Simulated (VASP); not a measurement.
# BN (P6_3/mmc) in VASP: notebook

Aim: see how the results for BN move with the level of theory and the settings. Levels: PBE, LDA. Tasks: G0W0 quasiparticle levels.

Everything below comes from runs of VASP 6.6.1. Logs are shortened: lines on timing, memory, paths and dates and some standing lists are left out, and cuts for length are marked.

### Step 1. The cell of the first run

It takes space group P6_3/mmc (No. 194, hexagonal). The conventional cell has a = 2.491 Å, b = 2.491 Å, c = 4.001 Å, α = 90.00°, β = 90.00°, γ = 120.00°. Within 2.3 Å of B (site symmetry -3m) lie 6 N at 1.75 Å and 2 B at 2.00 Å. Within 2.3 Å of N (site symmetry -6m2) lie 6 B at 1.75 Å.

### Step 2. G0W0 quasiparticle levels, PBE

The input, POSCAR:

```
BN
1.0
    2.4913353509      0.0000000000      0.0000000000
   -1.2456676755      2.1575597032      0.0000000000
    0.0000000000      0.0000000000      4.0010591815
B N
2 2
Direct
    0.0000000000      0.0000000000      0.0000000000
    0.0000000000      0.0000000000      0.5000000000
    0.3333333333      0.6666666667      0.2500000000
    0.6666666667      0.3333333333      0.7500000000
```

The input, INCAR.step1:

```
PREC     = Accurate       # precision mode
ENCUT    = 500            # plane-wave cutoff, eV
EDIFF    = 1E-8           # SCF threshold, eV
ISMEAR   = 0              # smearing method
SIGMA    = 0.01           # smearing width, eV
LREAL    = False          # projectors in reciprocal space
LASPH    = True           # aspherical terms in the spheres
NELM     = 100            # most SCF steps
ALGO     = Normal         # electronic algorithm
LWAVE    = True           # write WAVECAR
LCHARG   = False          # write CHGCAR
GGA      = PE             # functional
```

The input, INCAR.step2:

```
PREC     = Accurate       # precision mode
ENCUT    = 500            # plane-wave cutoff, eV
EDIFF    = 1E-8           # SCF threshold, eV
ISMEAR   = 0              # smearing method
SIGMA    = 0.01           # smearing width, eV
LREAL    = False          # projectors in reciprocal space
LASPH    = True           # aspherical terms in the spheres
NELM     = 1              # most SCF steps
ALGO     = Exact          # electronic algorithm
LWAVE    = True           # write WAVECAR
LCHARG   = False          # write CHGCAR
GGA      = PE             # functional
NBANDS   = 156            # bands
LOPTICS  = True           # frequency-dependent dielectric function
ISTART   = 1
```

The input, INCAR.step3:

```
PREC     = Accurate       # precision mode
ENCUT    = 500            # plane-wave cutoff, eV
EDIFF    = 1E-8           # SCF threshold, eV
ISMEAR   = 0              # smearing method
SIGMA    = 0.01           # smearing width, eV
LREAL    = False          # projectors in reciprocal space
LASPH    = True           # aspherical terms in the spheres
ALGO     = EVGW0          # electronic algorithm
LWAVE    = False          # write WAVECAR
LCHARG   = False          # write CHGCAR
GGA      = PE             # functional
NELMGW   = 1            
NBANDS   = 156            # bands
ENCUTGW  = 200            # cutoff of the response function
NOMEGA   = 96             # frequency points
PRECFOCK = Fast         
ISTART   = 1            
NBANDSGW = 16           
OMEGAMAX = 20
```

The input, KPOINTS:

```
Automatic mesh
0
Gamma
  6 6 4
```

Potentials or basis: VASP PAW PBE potentials, release 64 (B_GW, N_GW).

Run with:

```console
$ cat potpaw_PBE.64/B_GW/POTCAR potpaw_PBE.64/N_GW/POTCAR > POTCAR
$ cp INCAR.step1 INCAR
$ mpirun -np 1 vasp_std > vasp.out
$ cp INCAR.step2 INCAR
$ mpirun -np 1 vasp_std > vasp.out
$ cp INCAR.step3 INCAR
$ mpirun -np 1 vasp_std > vasp.out
```

OUTCAR:

```text
PREC = Accurate
   ENCUT = 500
   EDIFF = 1E-8
   ISMEAR = 0
   LREAL = False
   LASPH = True
   GGA = PE
   NELMGW = 1
   ENCUTGW = 200
   PRECFOCK = Fast
   ISTART = 1

 ion  position               nearest neighbor table
   1  0.000  0.000  0.000-   3 1.75   4 1.75   4 1.75   3 1.75   4 1.75   3 1.75   2 2.00   2 2.00

   2  0.000  0.000  0.500-   3 1.75   4 1.75   4 1.75   3 1.75   4 1.75   3 1.75   1 2.00   1 2.00

   3  0.333  0.667  0.250-   1 1.75   2 1.75   1 1.75   2 1.75   1 1.75   2 1.75
   4  0.667  0.333  0.750-   1 1.75   2 1.75   1 1.75   2 1.75   1 1.75   2 1.75

  LATTYP: Found a hexagonal cell.
 ALAT       =     2.4913353509
 C/A-ratio  =     1.6059898079

  Lattice vectors:

 A1 = (   2.4913353509,   0.0000000000,   0.0000000000)
 A2 = (  -1.2456676755,   2.1575597032,   0.0000000000)
 A3 = (   0.0000000000,   0.0000000000,   4.0010591815)

Analysis of symmetry for initial positions (statically):
=====================================================================
 Subroutine PRICEL returns:
 Original cell was already a primitive cell.

 Routine SETGRP: Setting up the symmetry group for a
 hexagonal supercell.

 Subroutine GETGRP returns: Found 24 space group operations
 (whereof 12 operations were pure point group operations)
 out of a pool of 24 trial point group operations.

The static configuration has the point symmetry D_3d.
 The point group associated with its full space group is D_6h.

Analysis of symmetry for dynamics (positions and initial velocities):
=====================================================================
 Subroutine PRICEL returns:
 Original cell was already a primitive cell.

 Routine SETGRP: Setting up the symmetry group for a
 hexagonal supercell.

 Subroutine GETGRP returns: Found 24 space group operations
 (whereof 12 operations were pure point group operations)
 out of a pool of 24 trial point group operations.

The dynamic configuration has the point symmetry D_3d.
 The point group associated with its full space group is D_6h.

 Subroutine INISYM returns: Found 24 space group operations
[... 58 lines left out ...]
  0.000000  0.000000  0.000000      1.000000
  0.166667 -0.000000  0.000000      6.000000
  0.333333  0.000000  0.000000      6.000000
  0.500000 -0.000000  0.000000      3.000000
  0.166667  0.166667  0.000000      6.000000
  0.333333  0.166667  0.000000     12.000000
[... 13 lines left out ...]
  0.333333  0.166667  0.500000     12.000000
  0.333333  0.333333  0.500000      2.000000
   k-points           NKPTS =     21   k-points in BZ     NKDIM =    144   number of bands    NBANDS=    156
   number of dos      NEDOS =    301   number of ions     NIONS =      4
   total plane-waves  NPLWV =   9720
   dimension x,y,z NGX =    18 NGY =   18 NGZ =   30
   dimension x,y,z NGXF=    36 NGYF=   36 NGZF=   60
   ions per type =               2   2
   NGX,Y,Z   is equivalent  to a cutoff of  12.01, 12.01, 12.47 a.u.
   NGXF,Y,Z  is equivalent  to a cutoff of  24.02, 24.02, 24.93 a.u.
 SYSTEM =  unknown system
   PREC   = accura    normal or accurate (medium, high low for compatibility)
   ISTART =      1    job   : 0-new  1-cont  2-samecut
   ICHARG =      0    charge: 1-file 2-atom 10-const
   ISPIN  =      1    spin polarized calculation?
   LNONCOLLINEAR =      F non collinear calculations
   LSORBIT =      F    spin-orbit coupling
   LASPH  =      T    aspherical Exc in radial PAW
   ENCUT  =  500.0 eV  36.75 Ry    6.06 a.u.   4.54  4.54  7.29*2*pi/ulx,y,z
   NELM   =     60;   NELMIN=  2; NELMDL=  0     # of ELM steps
   EDIFF  = 0.1E-07   stopping-criterion for ELM
   LREAL  =      F    real-space projection
   EDIFFG = 0.1E-06   stopping-criterion for IOM
   NSW    =      0    number of steps for IOM
   IBRION =     -1    ionic relax: 0-MD 1-quasi-New 2-CG
   NFREE  =      0    steps in history (QN), initial steepest desc. (CG)
   ISIF   =      0    stress and relaxation
   ISYM   =      3    0-nonsym 1-usesym 2-fastsym
   POTIM  = 0.5000    time-step for ionic-motion
   TEBEG  =    0.0;   TEEND  =   0.0 temperature during run
   PSTRESS=    0.0 pullay stress
   NELECT =      16.0000    total number of electrons
   NUPDOWN=      -1.0000    fix difference up-down
   EMIN   =  10.00;   EMAX   =-10.00  energy-range for DOS
   EFERMI =   0.00;   METHOD = LEGACY
   ISMEAR =     0;   SIGMA  =   0.01  broadening in eV -4-tet -1-fermi 0-gaus
   EFERMI_NEDOS =   21; number of points for ismear=-14 and -15
   IALGO  =     38    algorithm
   IMIX   =      4    mixing-type and parameters
     AMIX     =   0.40;   BMIX     =  1.00
     AMIX_MAG =   1.60;   BMIX_MAG =  1.00
  volume/ion in A,a.u.               =       5.38        36.28
  Fermi-wavevector in a.u.,A,eV,Ry     =   1.483400  2.803219 29.939272  2.200474
  Thomas-Fermi vector in A             =   2.597066
   LORBIT       =      0    0 simple, 1 ext, 2 COOP (PROOUT), +10 PAW based schemes
   GGA     = PE    functional components
   LHFCALC =     T    Hartree Fock is set to
   PRECFOCK=fast      Normal, Fast or Accurate (Low or Medium for compatibility)
   ENCUT4O =  -1.0   cutoff for four orbital integrals eV
   NKREDX  =     1    reduce k-point grid by
   NKREDY  =     1    reduce k-point grid by
   NKREDZ  =     1    reduce k-point grid by
   AEXX    =    1.0000 exact exchange contribution
   HFSCREEN=    0.0000 screening length (either q_TF or 0.3 A-1)
   HFSCREENC=   0.0000 screening length for correlation (either q_TF or 0.3 A-1)
   ENCUTFOCK=  -1.0 apply spherical cutoff to Coloumb kernel
   IVDW    =     0    specifies the selected vdW correction
   LEPSILON=     F    determine dielectric tensor
   LRPA    =     F    only Hartree local field effects (RPA)
   LRPAFORCE           =     F    calculate RPA forces
   ENCUTGW             = 200.0    cutoff for response function in eV
   ENCUTGWSOFT         = 160.0    soft cutoff for Coulomb kernel in GW response function in eV
   ENCUTLF             =  -1.0    cutoff for local field effects
   NELMGW              =     1    number of iterations in solving QP/BSE equation
   NELMHF              =     1    number of iterations in the inner HF iteration
   NKREDLFX            =     1    NKREDLFY  =   1   NKREDLFZ  =   1
 non-spin polarized calculation
 Gauss-broadening in eV      SIGMA  =   0.01
  energy-cutoff  :      500.00
  volume of cell :       21.51
 maximum number of plane-waves:       562
  NGX = 12; NGY = 12; NGZ = 20
   NGX =  9   NGY =  9   NGZ = 15
 maximum number of plane-waves:       145

 QP shifts <psi_nk| G(iteration)W_0 |psi_nk>: iteration 1
 for sc-GW calculations column KS-energies equals QP-energies in previous step
 and V_xc(KS)=  KS-energies - (<T + V_ion + V_H > + <T+V_H+V_ion>^1  + <V_x>^1)

 k-point   1 :       0.0000    0.0000    0.0000
  band No.  KS-energies  QP-energies   sigma(KS)   V_xc(KS)     V^pw_x(r,r')   Z            occupation Imag(sigma)

      1     -12.1035     -13.4314     -17.2063     -15.3433     -26.4079       0.7128       2.0000       1.6382
      2      -6.9758      -8.1363     -17.9504     -16.4273     -26.0618       0.7620       2.0000       1.1451
      3      -2.0003      -2.9136     -15.9186     -14.6887     -21.9182       0.7426       2.0000       0.4712
      4       8.7476       8.1892     -17.8059     -17.1028     -20.5349       0.7943       2.0000       0.0368
      5       8.7476       8.1892     -17.8059     -17.1028     -20.5349       0.7943       2.0000       0.0368
      6       9.5308       9.0974     -18.6625     -18.1186     -21.1406       0.7970       2.0000       0.0323
[... 395 lines left out ...]
      2      -4.8796      -5.9470     -18.5919     -17.1757     -26.4312       0.7537       2.0000       0.9454
      3      -0.3777      -1.3309     -16.2378     -14.9741     -21.3410       0.7543       2.0000       0.2750
      4      -0.3777      -1.3309     -16.2378     -14.9741     -21.3410       0.7543       2.0000       0.2750
      5       0.2001      -0.6018     -15.9119     -14.8399     -21.0311       0.7481       2.0000       0.2582
      6       0.2001      -0.6018     -15.9119     -14.8399     -21.0311       0.7481       2.0000       0.2582
[... 8 lines left out ...]
     15      26.0036      26.9860     -15.3849     -16.7190      -6.5334       0.7365       0.0000      -0.4346
     16      26.0036      26.9860     -15.3849     -16.7190      -6.5334       0.7365       0.0000      -0.4346
```

Run time: 5.3 min. Hardware: 1 thread of Intel Xeon Platinum 8559C (Emerald Rapids), shared host; peak memory 0.5 GiB.

What came out:

- Quasiparticle gap: 2.12 eV
- Least direct quasiparticle gap: 6.47 eV
- Band gap of the starting levels on the mesh: 1.57 eV
- Least direct gap of the starting levels on the mesh: 5.53 eV

Caveat: the k points lie up to 0.49 Å⁻¹ apart; bands, screening cutoff and mesh are small and nothing is extrapolated, so the quasiparticle values aren't converged.

### Step 3. G0W0 quasiparticle levels, LDA

POSCAR is that of step 2.

The input, INCAR.step1:

```
SYSTEM = BN
  PREC = Accurate
  ENCUT = 500
  EDIFF = 1E-8
  ISMEAR = 0
  SIGMA = 0.01
  LREAL = .False.
  LASPH = .True.
  NELM = 80
  ALGO = Normal
  LWAVE = .True.
  LCHARG = .False.
```

The input, INCAR.step2:

```
SYSTEM = BN
  PREC = Accurate
  ENCUT = 500
  EDIFF = 1E-8
  ISMEAR = 0
  SIGMA = 0.01
  LREAL = .False.
  LASPH = .True.
  NELM = 1
  ALGO = Exact
  LWAVE = .True.
  LCHARG = .False.
  NBANDS = 88
  LOPTICS = .True.
  ISTART = 1
```

The input, INCAR.step3:

```
SYSTEM = BN
  PREC = Accurate
  ENCUT = 500
  EDIFF = 1E-8
  ISMEAR = 0
  SIGMA = 0.01
  LREAL = .False.
  LASPH = .True.
  ALGO = EVGW0
  LWAVE = .False.
  LCHARG = .False.
  NELMGW = 1
  NBANDS = 88
  ENCUTGW = 140.0
  NOMEGA = 96
  PRECFOCK = Fast
  ISTART = 1
  NBANDSGW = 16
  OMEGAMAX = 20
```

The input, KPOINTS:

```
Automatic mesh
0
Gamma
  6 6 4
  0 0 0
```

Potentials or basis: VASP PAW LDA potentials, release 64 (B_GW, N_GW).

Run with:

```console
$ cat potpaw_LDA.64/B_GW/POTCAR potpaw_LDA.64/N_GW/POTCAR > POTCAR
$ cp INCAR.step1 INCAR
$ mpirun -np 1 vasp_std > vasp.out
$ cp INCAR.step2 INCAR
$ mpirun -np 1 vasp_std > vasp.out
$ cp INCAR.step3 INCAR
$ mpirun -np 1 vasp_std > vasp.out
```

OUTCAR:

```text
SYSTEM = BN
   PREC = Accurate
   ENCUT = 500
   EDIFF = 1E-8
   ISMEAR = 0
   LREAL = .False.
   LASPH = .True.
   NELMGW = 1
   ENCUTGW = 140.0
   PRECFOCK = Fast
   ISTART = 1

 ion  position               nearest neighbor table
   1  0.000  0.000  0.000-   3 1.75   4 1.75   4 1.75   3 1.75   4 1.75   3 1.75   2 2.00   2 2.00

   2  0.000  0.000  0.500-   3 1.75   4 1.75   4 1.75   3 1.75   4 1.75   3 1.75   1 2.00   1 2.00

[... 183 lines left out ...]
   ENCUTLF             =  -1.0    cutoff for local field effects
   NELMGW              =     1    number of iterations in solving QP/BSE equation
   NELMHF              =     1    number of iterations in the inner HF iteration
   NKREDLFX            =     1    NKREDLFY  =   1   NKREDLFZ  =   1
 non-spin polarized calculation
 Gauss-broadening in eV      SIGMA  =   0.01
  energy-cutoff  :      500.00
  volume of cell :       21.51
 maximum number of plane-waves:       562
  NGX = 12; NGY = 12; NGZ = 20
   NGX =  9   NGY =  9   NGZ = 15
 maximum number of plane-waves:        97
 NGX is ok and might be reduce to    10

 QP shifts <psi_nk| G(iteration)W_0 |psi_nk>: iteration 1
 for sc-GW calculations column KS-energies equals QP-energies in previous step
 and V_xc(KS)=  KS-energies - (<T + V_ion + V_H > + <T+V_H+V_ion>^1  + <V_x>^1)

 k-point   1 :       0.0000    0.0000    0.0000
  band No.  KS-energies  QP-energies   sigma(KS)   V_xc(KS)     V^pw_x(r,r')   Z            occupation Imag(sigma)

      1     -11.8957     -13.0572     -16.9477     -15.3245     -26.3039       0.7156       2.0000       1.6285
      2      -6.7442      -7.7122     -17.6162     -16.3454     -25.9070       0.7618       2.0000       1.1267
      3      -1.9169      -2.5679     -15.7361     -14.8619     -21.9089       0.7446       2.0000       0.4701
      4       8.7722       8.6182     -17.4812     -17.2877     -20.4905       0.7964       2.0000       0.0361
      5       8.7722       8.6182     -17.4812     -17.2877     -20.4905       0.7964       2.0000       0.0361
      6       9.5791       9.5281     -18.3390     -18.2753     -21.1087       0.7994       2.0000       0.0308
[... 395 lines left out ...]
      2      -4.5900      -5.5029     -18.2423     -17.0283     -26.2720       0.7520       2.0000       0.9167
      3      -0.2823      -0.9575     -16.0358     -15.1405     -21.3265       0.7542       2.0000       0.2741
      4      -0.2823      -0.9575     -16.0358     -15.1405     -21.3265       0.7542       2.0000       0.2741
      5       0.1944      -0.2697     -15.6997     -15.0809     -21.0162       0.7500       2.0000       0.2631
      6       0.1944      -0.2697     -15.6997     -15.0809     -21.0162       0.7500       2.0000       0.2631
[... 8 lines left out ...]
     15      25.8348      27.3379     -15.0721     -17.1135      -6.5337       0.7363       0.0000      -0.4181
     16      25.8348      27.3379     -15.0721     -17.1135      -6.5337       0.7363       0.0000      -0.4181
```

OUTCAR.step2:

```text
SYSTEM = BN
   PREC = Accurate
   ENCUT = 500
   EDIFF = 1E-8
[... 1045 lines left out ...]
  --------------------------------------------------------------------------------------------------------------
     0.00000     8.56642     8.56642     9.44518    -0.00000    -0.00000     0.00000
     1.78159     8.94193     8.94193     9.91384    -0.00000    -0.00000     0.00000
     3.56318    10.46400    10.46400    11.84300    -0.00000    -0.00000     0.00000
     5.34478    17.73303    17.73303    21.08015    -0.00000    -0.00000     0.00000
     7.12637     1.60815     1.60815    13.58837    -0.00000     0.00000    -0.00000
     8.90796    -1.09512    -1.09512    -9.25119     0.00000     0.00000    -0.00000
[... 92 lines left out ...]
   174.59601     0.96570     0.96570     0.96600     0.00000     0.00000    -0.00000
   176.37760     0.96644     0.96644     0.96674     0.00000     0.00000    -0.00000
```

Wall time 3.3 min (1 thread of AMD EPYC 9R45 (Zen 5), shared host); peak memory 0.31 GiB.

What came out:

```yaml
Quasiparticle_gap: 2.07 eV
Least_direct_quasiparticle_gap: 6.43 eV
Band_gap_of_the_starting_levels_on_the_mesh: 1.67 eV
Least_direct_gap_of_the_starting_levels_on_the_mesh: 5.52 eV
```

Caveat: the k points lie up to 0.49 Å⁻¹ apart; bands, screening cutoff and mesh are small and nothing is extrapolated, so the quasiparticle values aren't converged.
